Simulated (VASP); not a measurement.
# CoSi2 (Fm-3m) in VASP: notebook, part 2 of 3

VASP 6.6.1.

## (3) Single point, PBEsol, collinear spin, ferromagnetic start (11.00 Å³/atom)

Contents of INCAR:

```
PREC     = Accurate       # precision mode
ENCUT    = 520            # plane-wave cutoff, eV
EDIFF    = 1E-6           # SCF threshold, eV
ISMEAR   = 0              # smearing method
SIGMA    = 0.15           # smearing width, eV
LREAL    = F              # projectors in reciprocal space
LASPH    = T              # aspherical terms in the spheres
NELM     = 150            # most SCF steps
ALGO     = Normal         # electronic algorithm
ISIF     = 2              # what is computed and relaxed
LWAVE    = F              # write WAVECAR
LCHARG   = F              # write CHGCAR
ISPIN    = 2              # spin polarisation
MAGMOM   = 0.825 0 0      # initial moments
LORBIT   = 11             # projections on sites
NUPDOWN  = 0.825          # fixed moment
LMAXMIX  = 4              # l up to which the mixer works
GGA      = PS             # functional
NBANDS   = 20             # bands
```

Contents of KPOINTS:

```
regular mesh
0
Gamma
  14 14 14
```

Contents of POSCAR:

```
CoSi2
1.0
    0.0000000000      2.5455130630      2.5455130630
    2.5455130630      0.0000000000      2.5455130630
    2.5455130630      2.5455130630      0.0000000000
Co Si
1 2
Direct
    0.0000000000      0.0000000000      0.0000000000
    0.2500000000      0.2500000000      0.2500000000
    0.7500000000      0.7500000000      0.7500000000
```

Potentials or basis: VASP PAW PBE potentials, release 64 (Co, Si).

On the command line:

```sh
$ cat potpaw_PBE.64/Co/POTCAR potpaw_PBE.64/Si/POTCAR > POTCAR
$ mpirun -np 1 vasp_std > vasp.out
```

OUTCAR:

```text
PREC = Accurate
   ENCUT = 520
   EDIFF = 1E-6
   ISMEAR = 0
   LREAL = F
   LASPH = T
   NELM = 150
   ISIF = 2
   ISPIN = 2
   LORBIT = 11
   NUPDOWN = 0.825
   GGA = PS

 ion  position               nearest neighbor table
   1  0.000  0.000  0.000-   3 2.20   3 2.20   3 2.20   2 2.20   3 2.20   2 2.20   2 2.20   2 2.20

   2  0.250  0.250  0.250-   1 2.20   1 2.20   1 2.20   1 2.20   3 2.55   3 2.55   3 2.55   3 2.55
                             3 2.55   3 2.55
   3  0.750  0.750  0.750-   1 2.20   1 2.20   1 2.20   1 2.20   2 2.55   2 2.55   2 2.55   2 2.55
                             2 2.55   2 2.55

  LATTYP: Found a face centered cubic cell.
 ALAT       =     5.0910261260

  Lattice vectors:

 A1 = (   0.0000000000,   2.5455130630,   2.5455130630)
 A2 = (   2.5455130630,   0.0000000000,   2.5455130630)
 A3 = (   2.5455130630,   2.5455130630,   0.0000000000)

Analysis of symmetry for initial positions (statically):
=====================================================================
 Subroutine PRICEL returns:
 Original cell was already a primitive cell.

 Routine SETGRP: Setting up the symmetry group for a
 face centered cubic supercell.

 Subroutine GETGRP returns: Found 48 space group operations
 (whereof 48 operations were pure point group operations)
 out of a pool of 48 trial point group operations.

The static configuration has the point symmetry O_h .

Analysis of symmetry for dynamics (positions and initial velocities):
=====================================================================
 Subroutine PRICEL returns:
 Original cell was already a primitive cell.

 Routine SETGRP: Setting up the symmetry group for a
 face centered cubic supercell.

 Subroutine GETGRP returns: Found 48 space group operations
 (whereof 48 operations were pure point group operations)
 out of a pool of 48 trial point group operations.

The dynamic configuration has the point symmetry O_h .

Analysis of structural, dynamic, and magnetic symmetry:
=====================================================================
 Subroutine PRICEL returns:
 Original cell was already a primitive cell.

 Routine SETGRP: Setting up the symmetry group for a
 face centered cubic supercell.

 Subroutine GETGRP returns: Found 48 space group operations
 (whereof 48 operations were pure point group operations)
 out of a pool of 48 trial point group operations.

The overall configuration has the point symmetry O_h .

 Subroutine INISYM returns: Found 48 space group operations
 (whereof 48 operations are pure point group operations),
 and found     1 'primitive' translations

----------------------------------------------------------------------------------------

                                     Primitive cell

  volume of cell :      32.9880

  direct lattice vectors                    reciprocal lattice vectors
     0.000000000  2.545513063  2.545513063    -0.196424056  0.196424056  0.196424056
     2.545513063  0.000000000  2.545513063     0.196424056 -0.196424056  0.196424056
     2.545513063  2.545513063  0.000000000     0.196424056  0.196424056 -0.196424056

  length of vectors
     3.599899097  3.599899097  3.599899097     0.340216445  0.340216445  0.340216445

[... 72 lines left out ...]
 SYSTEM =  unknown system
   PREC   = accura    normal or accurate (medium, high low for compatibility)
   ISTART =      0    job   : 0-new  1-cont  2-samecut
   ICHARG =      2    charge: 1-file 2-atom 10-const
   ISPIN  =      2    spin polarized calculation?
   LNONCOLLINEAR =      F non collinear calculations
   LSORBIT =      F    spin-orbit coupling
   LASPH  =      T    aspherical Exc in radial PAW
   ENCUT  =  520.0 eV  38.22 Ry    6.18 a.u.   6.69  6.69  6.69*2*pi/ulx,y,z
   NELM   =    150;   NELMIN=  2; NELMDL= -5     # of ELM steps
   EDIFF  = 0.1E-05   stopping-criterion for ELM
   LREAL  =      F    real-space projection
   EDIFFG = 0.1E-04   stopping-criterion for IOM
   NSW    =      0    number of steps for IOM
   IBRION =     -1    ionic relax: 0-MD 1-quasi-New 2-CG
   NFREE  =      0    steps in history (QN), initial steepest desc. (CG)
   ISIF   =      2    stress and relaxation
   ISYM   =      2    0-nonsym 1-usesym 2-fastsym
   POTIM  = 0.5000    time-step for ionic-motion
   TEBEG  =    0.0;   TEEND  =   0.0 temperature during run
   PSTRESS=    0.0 pullay stress
   NELECT =      17.0000    total number of electrons
   NUPDOWN=       0.8250    fix difference up-down
   EMIN   =  10.00;   EMAX   =-10.00  energy-range for DOS
   EFERMI =   0.00;   METHOD = LEGACY
   ISMEAR =     0;   SIGMA  =   0.15  broadening in eV -4-tet -1-fermi 0-gaus
   EFERMI_NEDOS =   21; number of points for ismear=-14 and -15
   IALGO  =     38    algorithm
   IMIX   =      4    mixing-type and parameters
     AMIX     =   0.40;   BMIX     =  1.00
     AMIX_MAG =   1.60;   BMIX_MAG =  1.00
  volume/ion in A,a.u.               =      11.00        74.20
  Fermi-wavevector in a.u.,A,eV,Ry     =   1.312520  2.480302 23.438863  1.722708
  Thomas-Fermi vector in A             =   2.442906
   LORBIT       =     11    0 simple, 1 ext, 2 COOP (PROOUT), +10 PAW based schemes
   GGA     = PS    functional components
   LHFCALC =     F    Hartree Fock is set to
   AEXX    =    0.0000 exact exchange contribution
   IVDW    =     0    specifies the selected vdW correction
   LEPSILON=     F    determine dielectric tensor
   LRPA    =     F    only Hartree local field effects (RPA)
 spin polarized calculation
 Gauss-broadening in eV      SIGMA  =   0.15
  energy-cutoff  :      520.00
  volume of cell :       32.99
 maximum number of plane-waves:       905
   NGX = 13   NGY = 13   NGZ = 13

 number of electron      16.9999999 magnetization       0.8250000

 Free energy of the ion-electron system (eV)
  ---------------------------------------------------
  ext. energy  EPLUGINS =         0.00000000
  ---------------------------------------------------
  free energy    TOTEN  =       -20.19488343 eV

  energy without entropy =      -20.18214922  energy(sigma->0) =      -20.18851632

 E-fermi :  11.6694     XC(G=0): -12.5673

 val. band max:       13.7666140774   @ k =   0.1429   0.0714   0.0000
 cond. band min:      11.6876590756   @ k =   0.5000   0.3571   0.1429
 fundamental gap:     -2.0789550018
 Fermi energy:        13.8472734834

 spin component 1

 k-point     1 :       0.0000    0.0000    0.0000
  band No.  band energies     occupation
      1      -2.2777      1.00000
      2       7.1937      1.00000
      3       7.1937      1.00000
      4       7.1937      1.00000
      5       9.4712      1.00000
      6       9.4712      1.00000
[... 541 lines left out ...]
     19      27.9206      0.00000
     20      30.2882      0.00000

 [... further k-points ...]

 spin component 2

 k-point     1 :       0.0000    0.0000    0.0000
  band No.  band energies     occupation
      1      -2.0515      1.00000
      2       7.4924      1.00000
      3       7.4924      1.00000
      4       7.4924      1.00000
      5       9.8524      1.00000
      6       9.8524      1.00000
[... 541 lines left out ...]
     19      28.0785      0.00000
     20      30.5289      0.00000

 [... further k-points ...]
[... 5 lines left out ...]
  --------------------------------------------------------------------------------------
  -------------------------------------------------------------------------------------
  Total        7.2822367      7.2822367      7.2822367     -0.0000000      0.0000000     -0.0000000
  in kB      353.6872346    353.6872346    353.6872346     -0.0000000      0.0000000     -0.0000000
  external PRESSURE =     353.6872346 kB  Pullay stress =       0.0000000 kB

 VOLUME and BASIS-vectors are now :
 -----------------------------------------------------------------------------
  energy-cutoff  :      520.00
  volume of cell :       32.99
      direct lattice vectors                 reciprocal lattice vectors
     0.000000000  2.545513063  2.545513063    -0.196424056  0.196424056  0.196424056
     2.545513063  0.000000000  2.545513063     0.196424056 -0.196424056  0.196424056
     2.545513063  2.545513063  0.000000000     0.196424056  0.196424056 -0.196424056

 POSITION                                       TOTAL-FORCE (eV/Angst)
 -----------------------------------------------------------------------------------
      0.00000      0.00000      0.00000         0.000000      0.000000     -0.000000
      1.27276      1.27276      1.27276         0.000000     -0.000000     -0.000000
      3.81827      3.81827      3.81827        -0.000000      0.000000      0.000000
 -----------------------------------------------------------------------------------
    total drift:                               -0.000000     -0.000000      0.000000

  FREE ENERGIE OF THE ION-ELECTRON SYSTEM (eV)
  ---------------------------------------------------
  free  energy   TOTEN  =       -20.1948834314 eV

  energy  without entropy=      -20.1821492185  energy(sigma->0) =      -20.18851632

 total charge

# of ion       s       p       d       tot
------------------------------------------
    1        0.631   0.936   7.760   9.327
    2        0.722   0.981   0.000   1.703
    3        0.722   0.981   0.000   1.703
--------------------------------------------------
tot          2.074   2.898   7.760  12.732

 magnetization (x)

# of ion       s       p       d       tot
------------------------------------------
    1        0.012   0.144   0.328   0.483
    2        0.005   0.065   0.000   0.070
    3        0.005   0.065   0.000   0.070
--------------------------------------------------
tot          0.022   0.274   0.328   0.624
```

It took 69 s on 1 thread of Intel Xeon 6975P-C (Granite Rapids), shared host; peak memory 0.24 GiB.

Results:

| Property | Result |
| --- | --- |
| Free energy | -20.1949 eV |
| Pressure | 35.4 GPa |
| Net moment | 0.82 μB per cell |
| Site moments | Co +0.48; Si +0.07 μB |
| Valence electrons inside the program's atomic spheres | Co 9.33; Si 1.70 |

Caveat: the cell stands under pressure; the PAW data sets were made with another functional, which shifts forces and pressure a little; the total moment is fixed, so each spin has its own Fermi level.

(Continued in part 3 of 3.)
